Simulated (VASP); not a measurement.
Set up this calculation in VASP 6.6.1, as the native input.

```
Task                   : single point
Functional             : PBE
Potentials or basis    : VASP PAW PBE potentials, release 64 (Se)
Cutoff                 : 520 eV
k mesh                 : 8 × 8 × 8
Occupations            : gaussian, width 0.1 eV
Spin                   : no spin polarisation
Dipole correction      : no
Further INCAR settings : ALGO = Normal; EDIFF = 1e-07; NBANDS = 27
```

The structure of Se lies in POSCAR:

```
Se
1.0
    5.9016487716      0.0000000000      0.0000000000
    0.0000000000      5.9016487716      0.0000000000
    0.0000000000      0.0000000000      4.9923025880
Se
6
Direct
    0.0000000000      0.0000000000      0.7500000000
    0.0000000000      0.0000000000      0.2500000000
    0.1903617556      0.5000000000      0.0000000000
    0.5000000000      0.1903617556      0.5000000000
    0.5000000000      0.8096382444      0.5000000000
    0.8096382444      0.5000000000      0.0000000000
```

One way to write it, as run:

INCAR

```
PREC = Accurate
ENCUT = 520
EDIFF = 1E-7
ISMEAR = 0
SIGMA = 0.1
LREAL = F
LASPH = T
NELM = 100
ALGO = Normal
ISIF = 2
LWAVE = F
LCHARG = T
GGA = PE
LELF = T
LVHAR = T
NBANDS = 27
```

KPOINTS

```
Automatic mesh
0
Gamma
  8 8 8
```

Potentials or basis: VASP PAW PBE potentials, release 64 (Se).

Launch:

```console
$ cat potpaw_PBE.64/Se/POTCAR > POTCAR
$ mpirun -np 1 vasp_std > vasp.out
```

Results of the run:

```
Pressure               : 0.1 GPa
Largest force          : 0.045 eV/Å
Band gap on the k mesh : zero (band 18 reaches 2.33 eV, above the bottom of band 19 at 1.62 eV)
```

Run time: 7.1 min on 1 thread of Intel(R) Xeon(R) Platinum 8175M CPU @ 2.50GHz (Skylake/Cascade Lake) (shared host), peak memory 0.44 GiB.
